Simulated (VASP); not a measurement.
Input of a VASP 6.6.1 run:

The input INCAR:

```
SYSTEM = AlGa3N4
PREC = Accurate ; ENCUT = 600
EDIFF = 1E-7 ; ISMEAR = 0
SIGMA = 0.02 ; LREAL = .FALSE.
LASPH = .TRUE. ; NELM = 100
ALGO = Normal ; ISIF = 3
LWAVE = .FALSE. ; LCHARG = .FALSE.
GGA = PS ; IBRION = 2
NSW = 100 ; EDIFFG = -0.01
```

KPOINTS

```
regular mesh
0
G
  6 8 6
  0 0 0
```

File POSCAR:

```
AlGa3N4
1.0
    5.1455897724      0.0000000000      0.0000000000
    0.0000000000      3.1670776200      0.0000000000
   -0.0037175149      0.0000000000      5.4836534091
Al Ga N
1 3 4
Direct
    0.0005010800      0.5000000000      0.6673044000
    0.4991393100      0.5000000000      0.3351465300
    0.4991348800      0.0000000000      0.8313261600
    0.9999082200      0.0000000000      0.1662408900
    0.1192384400      0.5000000000      0.3412971500
    0.1168290500      0.0000000000      0.8252645200
    0.6202470100      0.0000000000      0.1661509300
    0.6326020200      0.5000000000      0.6672704200
```

Potentials or basis: VASP PAW PBE potentials, release 64 (Al, Ga_d, N).

Run with:

```bash
$ cat potpaw_PBE.64/Al/POTCAR potpaw_PBE.64/Ga_d/POTCAR potpaw_PBE.64/N/POTCAR > POTCAR
$ mpirun -np 1 vasp_std > vasp.out
```

(1) Estimate the relaxed volume.

(2) Predict the space group after relaxing (to 0.05 Å).

(3) What does it give for the relaxed cell?

(4) Estimate the band gap on the k mesh.

Results:

(1) 11.13 Å³/atom.

(2) Pm (No. 6).

(3) a = 5.140 Å, b = 3.163 Å, c = 5.475 Å, α = 90.00°, β = 90.04°, γ = 90.00°.

(4) 2.39 eV, direct.

Caveat: the PAW data sets were made with another functional, which shifts forces and pressure a little.
